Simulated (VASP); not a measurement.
# K (P6/mmm) in VASP: further runs

Runs on K. Level: BLYP. Tasks: single point.

Program: VASP 6.6.1. These are calculated values, not measurements. Logs are shortened: lines on timing, memory, paths and dates and some standing lists are left out, and cuts for length are marked.

## (1) The cell of the first run

The structure is hexagonal, space group P6/mmm (No. 191). Conventional cell: a = 7.522 Å, b = 7.522 Å, c = 4.501 Å, α = 90.00°, β = 90.00°, γ = 120.00°. K (site symmetry -6m2) has 11 K at 4.34 to 4.89 Å within 5.7 Å.

This isn't the form of K at room conditions, which is bcc.

## (2) Single point, BLYP (73.52 Å³/atom)

The input, INCAR:

```
PREC     = Accurate       # precision mode
ENCUT    = 520            # plane-wave cutoff, eV
EDIFF    = 1E-6           # SCF threshold, eV
ISMEAR   = -1             # smearing method
SIGMA    = 0.1            # smearing width, eV
LREAL    = F              # projectors in reciprocal space
LASPH    = T              # aspherical terms in the spheres
NELM     = 100            # most SCF steps
ALGO     = Normal         # electronic algorithm
ISIF     = 2              # what is computed and relaxed
LWAVE    = F              # write WAVECAR
LCHARG   = F              # write CHGCAR
GGA      = B5             # functional
ALDAX    = 1.0          
AGGAX    = 1.0          
AGGAC    = 1.0          
ALDAC    = 0.0          
NBANDS   = 20             # bands
```

The input, KPOINTS:

```
regular mesh
0
Gamma
  6 6 8
```

The input, POSCAR:

```
K
1.0
    7.5221144494      0.0000000000      0.0000000000
   -3.7610572247      6.5143422034      0.0000000000
    0.0000000000      0.0000000000      4.5010791162
K
3
Direct
    0.0000000000      0.0000000000      1.0000000000
    0.3333333333      0.6666666667      0.5000000000
    0.6666666667      0.3333333333      0.5000000000
```

Potentials or basis: VASP PAW PBE potentials, release 64 (K_sv).

Launch:

```
cat potpaw_PBE.64/K_sv/POTCAR > POTCAR
mpirun -np 1 vasp_std > vasp.out
```

OUTCAR:

```text
PREC = Accurate
   ENCUT = 520
   EDIFF = 1E-6
   ISMEAR = -1
   LREAL = F
   LASPH = T
   NELM = 100
   ISIF = 2
   GGA = B5

 ion  position               nearest neighbor table
   1  0.000  0.000  0.000-
   2  0.333  0.667  0.500-
   3  0.667  0.333  0.500-

  LATTYP: Found a hexagonal cell.
 ALAT       =     7.5221144494
 C/A-ratio  =     0.5983795044

  Lattice vectors:

 A1 = (   7.5221144494,   0.0000000000,   0.0000000000)
 A2 = (  -3.7610572247,   6.5143422034,   0.0000000000)
 A3 = (   0.0000000000,   0.0000000000,   4.5010791162)

Analysis of symmetry for initial positions (statically):
=====================================================================
 Subroutine PRICEL returns:
 Original cell was already a primitive cell.

 Routine SETGRP: Setting up the symmetry group for a
 hexagonal supercell.

 Subroutine GETGRP returns: Found 24 space group operations
 (whereof 24 operations were pure point group operations)
 out of a pool of 24 trial point group operations.

The static configuration has the point symmetry D_6h.

Analysis of symmetry for dynamics (positions and initial velocities):
=====================================================================
 Subroutine PRICEL returns:
 Original cell was already a primitive cell.

 Routine SETGRP: Setting up the symmetry group for a
 hexagonal supercell.

 Subroutine GETGRP returns: Found 24 space group operations
 (whereof 24 operations were pure point group operations)
 out of a pool of 24 trial point group operations.

The dynamic configuration has the point symmetry D_6h.

 Subroutine INISYM returns: Found 24 space group operations
 (whereof 24 operations are pure point group operations),
 and found     1 'primitive' translations

----------------------------------------------------------------------------------------

                                     Primitive cell

  volume of cell :     220.5602

  direct lattice vectors                    reciprocal lattice vectors
     7.522114449  0.000000000  0.000000000     0.132941343  0.076753720  0.000000000
    -3.761057225  6.514342203  0.000000000     0.000000000  0.153507441  0.000000000
     0.000000000  0.000000000  4.501079116     0.000000000  0.000000000  0.222168945

  length of vectors
[... 67 lines left out ...]
   number of dos      NEDOS =    301   number of ions     NIONS =      3
   total plane-waves  NPLWV = 112896
   dimension x,y,z NGX =    56 NGY =   56 NGZ =   36
   dimension x,y,z NGXF=   112 NGYF=  112 NGZF=   72
   ions per type =               3
   NGX,Y,Z   is equivalent  to a cutoff of  12.38, 12.38, 13.30 a.u.
   NGXF,Y,Z  is equivalent  to a cutoff of  24.75, 24.75, 26.59 a.u.
 SYSTEM =  unknown system
   PREC   = accura    normal or accurate (medium, high low for compatibility)
   ISTART =      0    job   : 0-new  1-cont  2-samecut
   ICHARG =      2    charge: 1-file 2-atom 10-const
   ISPIN  =      1    spin polarized calculation?
   LNONCOLLINEAR =      F non collinear calculations
   LSORBIT =      F    spin-orbit coupling
   LASPH  =      T    aspherical Exc in radial PAW
   ENCUT  =  520.0 eV  38.22 Ry    6.18 a.u.  13.99 13.99  8.37*2*pi/ulx,y,z
   NELM   =    100;   NELMIN=  2; NELMDL= -5     # of ELM steps
   EDIFF  = 0.1E-05   stopping-criterion for ELM
   LREAL  =      F    real-space projection
[... 7 lines left out ...]
   TEBEG  =    0.0;   TEEND  =   0.0 temperature during run
   PSTRESS=    0.0 pullay stress
   NELECT =      27.0000    total number of electrons
   NUPDOWN=      -1.0000    fix difference up-down
   EMIN   =  10.00;   EMAX   =-10.00  energy-range for DOS
   EFERMI =   0.00;   METHOD = LEGACY
   ISMEAR =    -1;   SIGMA  =   0.10  broadening in eV -4-tet -1-fermi 0-gaus
   EFERMI_NEDOS =   21; number of points for ismear=-14 and -15
   IALGO  =     38    algorithm
   IMIX   =      4    mixing-type and parameters
     AMIX     =   0.40;   BMIX     =  1.00
     AMIX_MAG =   1.60;   BMIX_MAG =  1.00
  volume/ion in A,a.u.               =      73.52       496.14
  Fermi-wavevector in a.u.,A,eV,Ry     =   0.812869  1.536099  8.990123  0.660755
  Thomas-Fermi vector in A             =   1.922490
   LORBIT       =      0    0 simple, 1 ext, 2 COOP (PROOUT), +10 PAW based schemes
   GGA     = B5    functional components
   LHFCALC =     F    Hartree Fock is set to
   AEXX    =    0.0000 exact exchange contribution
   IVDW    =     0    specifies the selected vdW correction
   LEPSILON=     F    determine dielectric tensor
   LRPA    =     F    only Hartree local field effects (RPA)
 non-spin polarized calculation
  energy-cutoff  :      520.00
  volume of cell :      220.56
 maximum number of plane-waves:      5966
 NGX is ok and might be reduce to    56
   NGX = 27   NGY = 27   NGZ = 17

 number of electron      26.9999999 magnetization

 Free energy of the ion-electron system (eV)
  ---------------------------------------------------
  ext. energy  EPLUGINS =         0.00000000
  ---------------------------------------------------
  free energy    TOTEN  =        -2.12240056 eV

  energy without entropy =       -2.04339979  energy(sigma->0) =       -2.08290017

 E-fermi :   0.3125     XC(G=0):  -5.2677

 val. band max:        0.3063971613   @ k =   0.1667   0.1667   0.5000
 cond. band min:       0.3134032043   @ k =   0.1667   0.0000   0.5000
 fundamental gap:      0.0070060430
 Fermi energy:         0.3125389893

 k-point     1 :       0.0000    0.0000    0.0000
  band No.  band energies     occupation
      1     -31.9846      2.00000
      2     -31.9789      2.00000
      3     -31.9214      2.00000
      4     -15.5773      2.00000
      5     -15.5773      2.00000
      6     -15.5312      2.00000
[... 541 lines left out ...]
     19       2.4941      0.00000
     20       3.3033      0.00000

 [... further k-points ...]
[... 5 lines left out ...]
  --------------------------------------------------------------------------------------
  -------------------------------------------------------------------------------------
  Total        0.1794791      0.1794791      0.1898665      0.0000000     -0.0000000      0.0000000
  in kB        1.3037586      1.3037586      1.3792143      0.0000000     -0.0000000      0.0000000
  external PRESSURE =       1.3289105 kB  Pullay stress =       0.0000000 kB

 VOLUME and BASIS-vectors are now :
 -----------------------------------------------------------------------------
  energy-cutoff  :      520.00
  volume of cell :      220.56
      direct lattice vectors                 reciprocal lattice vectors
     7.522114449  0.000000000  0.000000000     0.132941343  0.076753720  0.000000000
    -3.761057225  6.514342203  0.000000000     0.000000000  0.153507441  0.000000000
     0.000000000  0.000000000  4.501079116     0.000000000  0.000000000  0.222168945

 POSITION                                       TOTAL-FORCE (eV/Angst)
 -----------------------------------------------------------------------------------
      0.00000      0.00000      0.00000        -0.000000      0.000000      0.000000
     -0.00000      4.34289      2.25054         0.000000      0.000000      0.000000
      3.76106      2.17145      2.25054         0.000000      0.000000      0.000000
 -----------------------------------------------------------------------------------
    total drift:                                0.000000     -0.000000      0.000000

  FREE ENERGIE OF THE ION-ELECTRON SYSTEM (eV)
  ---------------------------------------------------
  free  energy   TOTEN  =        -2.1224005566 eV

  energy  without entropy=       -2.0433997896  energy(sigma->0) =       -2.08290017
```

Run time: 4 min. Hardware: 1 thread of Oxide Virtual Turin-like, shared host; peak memory 0.34 GiB.

Results:

```
Free energy            : -2.1224 eV
Pressure               : 0.1 GPa
Band gap on the k mesh : zero (an odd number of electrons rules out a gap without spin polarisation)
```

Levels at points of the mesh, in eV from the Fermi level:
| k point | band 10 | band 11 | band 12 | band 13 | band 14 | band 15 | band 16 | band 17 |
| --- | --- | --- | --- | --- | --- | --- | --- | --- |
| (0.00, 0.00, 0.00) | -15.79 | -15.79 | -15.77 | -2.17 | 1.19 | 1.19 | 1.20 | 1.20 |
| (0.50, 0.00, 0.00) | -15.80 | -15.80 | -15.77 | -1.18 | -1.18 | 0.34 | 0.73 | 2.63 |
| (0.00, 0.00, 0.50) | -15.83 | -15.79 | -15.79 | -0.31 | -0.08 | 1.79 | 1.79 | 1.85 |
| (0.50, 0.00, 0.50) | -15.82 | -15.79 | -15.79 | 0.45 | 0.51 | 0.72 | 0.76 | 1.57 |

Caveat: the PAW data sets were made with another functional, which shifts forces and pressure a little.

## (3) Single point, BLYP (76.58 Å³/atom)

This run uses another cell than the first one, of 76.58 Å³/atom.

The input, INCAR:

```
  PREC = Accurate
  ENCUT = 520
  EDIFF = 1E-6
  ISMEAR = -1
  SIGMA = 0.1
  LREAL = False
  LASPH = True
  NELM = 100
  ALGO = Normal
  ISIF = 2
  LWAVE = False
  LCHARG = True
  GGA = B5
  ALDAX = 1.0
  AGGAX = 1.0
  AGGAC = 1.0
  ALDAC = 0.0
  LELF = True
  LVHAR = True
  NBANDS = 20
```

KPOINTS is that of step 2.

The input, POSCAR:

```
K
1.0
    7.6251699192      0.0000000000      0.0000000000
   -3.8125849596      6.6035908582      0.0000000000
    0.0000000000      0.0000000000      4.5627453971
K
3
Direct
    0.0000000000      0.0000000000      1.0000000000
    0.3333333333      0.6666666667      0.5000000000
    0.6666666667      0.3333333333      0.5000000000
```

Potentials or basis: VASP PAW PBE potentials, release 64 (K_sv).

Launch:

```
cat potpaw_PBE.64/K_sv/POTCAR > POTCAR
mpirun -np 1 vasp_std > vasp.out
```

Run time: 4.7 min. Hardware: 1 thread of Oxide Virtual Turin-like, shared host; peak memory 0.37 GiB.

Results (log left out):

| Item | Value |
| --- | --- |
| Free energy | -2.1268 eV |
| Pressure | 0.0 GPa |
| Band gap on the k mesh | zero (an odd number of electrons rules out a gap without spin polarisation) |

Levels at points of the mesh, in eV from the Fermi level:
| k point | band 9 | band 10 | band 11 | band 12 | band 13 | band 14 | band 15 | band 16 | band 17 | band 18 |
| --- | --- | --- | --- | --- | --- | --- | --- | --- | --- | --- |
| (0.00, 0.00, 0.00) | -15.85 | -15.82 | -15.82 | -15.80 | -2.12 | 1.18 | 1.18 | 1.19 | 1.19 | 1.33 |
| (0.50, 0.00, 0.00) | -15.85 | -15.82 | -15.82 | -15.80 | -1.16 | -1.16 | 0.34 | 0.71 | 2.61 | 2.74 |
| (0.00, 0.00, 0.50) | -15.85 | -15.85 | -15.82 | -15.82 | -0.31 | -0.07 | 1.81 | 1.81 | 1.85 | 1.85 |
| (0.50, 0.00, 0.50) | -15.85 | -15.85 | -15.82 | -15.82 | 0.43 | 0.52 | 0.69 | 0.75 | 1.58 | 1.82 |

Caveat: the PAW data sets were made with another functional, which shifts forces and pressure a little.

## (4) Single point, BLYP (79.65 Å³/atom)

This run uses another cell than the first one, of 79.65 Å³/atom.

The input, INCAR:

```
PREC     = Accurate       # precision mode
ENCUT    = 520            # plane-wave cutoff, eV
EDIFF    = 1E-6           # SCF threshold, eV
ISMEAR   = -1             # smearing method
SIGMA    = 0.1            # smearing width, eV
LREAL    = F              # projectors in reciprocal space
LASPH    = T              # aspherical terms in the spheres
NELM     = 100            # most SCF steps
ALGO     = Normal         # electronic algorithm
ISIF     = 2              # what is computed and relaxed
LWAVE    = F              # write WAVECAR
LCHARG   = F              # write CHGCAR
GGA      = B5             # functional
ALDAX    = 1.0          
AGGAX    = 1.0          
AGGAC    = 1.0          
ALDAC    = 0.0          
NBANDS   = 20             # bands
```

KPOINTS is that of step 3.

The input, POSCAR:

```
K
1.0
    7.7255126094      0.0000000000      0.0000000000
   -3.8627563047      6.6904901770      0.0000000000
    0.0000000000      0.0000000000      4.6227884063
K
3
Direct
    0.0000000000      0.0000000000      1.0000000000
    0.3333333333      0.6666666667      0.5000000000
    0.6666666667      0.3333333333      0.5000000000
```

Launch:

```
cat potpaw_PBE.64/K_sv/POTCAR > POTCAR
mpirun -np 1 vasp_std > vasp.out
```

Wall time 4.4 min (1 thread of Oxide Virtual Turin-like, shared host); peak memory 0.37 GiB.

Results (log left out):

```
Free energy            : -2.1241 eV
Pressure               : -0.1 GPa
Band gap on the k mesh : zero (an odd number of electrons rules out a gap without spin polarisation)
```

Levels at points of the mesh, in eV from the Fermi level:
```csv
k point,band 10,band 11,band 12,band 13,band 14,band 15,band 16,band 17
"(0.00, 0.00, 0.00)",-15.85,-15.85,-15.83,-2.06,1.17,1.17,1.18,1.18
"(0.50, 0.00, 0.00)",-15.85,-15.85,-15.83,-1.13,-1.13,0.34,0.70,2.60
"(0.00, 0.00, 0.50)",-15.87,-15.85,-15.85,-0.31,-0.06,1.83,1.83,1.85
"(0.50, 0.00, 0.50)",-15.87,-15.85,-15.85,0.42,0.52,0.67,0.75,1.60
```

Caveat: the PAW data sets were made with another functional, which shifts forces and pressure a little.

## (5) Single point, BLYP (82.71 Å³/atom)

This run uses another cell than the first one, of 82.71 Å³/atom.

INCAR, as its differences from that of step 4:

```diff
@@ -7,3 +7,3 @@
 LASPH    = T              # aspherical terms in the spheres
-NELM     = 100            # most SCF steps
+NELM     = 80             # most SCF steps
 ALGO     = Normal         # electronic algorithm
```

The input, KPOINTS:

```
Automatic mesh
0
Gamma
  6 6 8
```

The input, POSCAR:

```
K
1.0
    7.8233142907      0.0000000000      0.0000000000
   -3.9116571454      6.7751889175      0.0000000000
    0.0000000000      0.0000000000      4.6813109279
K
3
Direct
    0.0000000000      0.0000000000      1.0000000000
    0.3333333333      0.6666666667      0.5000000000
    0.6666666667      0.3333333333      0.5000000000
```

Launch:

```
cat potpaw_PBE.64/K_sv/POTCAR > POTCAR
mpirun -np 1 vasp_std > vasp.out
```

It took 5.2 min on 1 thread of Oxide Virtual Turin-like, shared host; peak memory 0.36 GiB.

The run converged. Its results:

| Item | Value |
| --- | --- |
| Free energy | -2.1158 eV |
| Pressure | -0.2 GPa |
| Band gap on the k mesh | zero (an odd number of electrons rules out a gap without spin polarisation) |

Levels at points of the mesh, in eV from the Fermi level:
```
           k point  band 10  band 11  band 12  band 13  band 14  band 15  band 16  band 17
(0.00, 0.00, 0.00)   -15.87   -15.87   -15.86    -2.01     1.16     1.16     1.17     1.17
(0.50, 0.00, 0.00)   -15.88   -15.88   -15.86    -1.10    -1.10     0.33     0.68     2.58
(0.00, 0.00, 0.50)   -15.89   -15.88   -15.88    -0.31    -0.05     1.85     1.85     1.85
(0.50, 0.00, 0.50)   -15.89   -15.88   -15.88     0.40     0.53     0.64     0.75     1.61
```

Caveat: the PAW data sets were made with another functional, which shifts forces and pressure a little.

## (6) Summary

| cell | gap on the mesh (eV) | pressure (GPa) |
| --- | --- | --- |
| a = 7.522, b = 7.522, c = 4.501 Å, angles 90.0, 90.0, 120.0°, 3 atoms | none | 0.1 |
| a = 7.625, b = 7.625, c = 4.563 Å, angles 90.0, 90.0, 120.0°, 3 atoms | none | 0.0 |
| a = 7.726, b = 7.726, c = 4.623 Å, angles 90.0, 90.0, 120.0°, 3 atoms | none | -0.1 |
| a = 7.823, b = 7.823, c = 4.681 Å, angles 90.0, 90.0, 120.0°, 3 atoms | none | -0.2 |

Alike in all rows: task single point; level BLYP; potentials or basis VASP PAW PBE potentials, release 64 (K_sv); no spin polarisation; k mesh 6 × 6 × 8; cutoff (eV) 520; smearing fermi-dirac 0.1 eV.

Caveats: the PAW data sets were made with another functional, which shifts forces and pressure a little.

Total energies depend on the potentials used, so only differences within one code and one set of settings carry meaning.
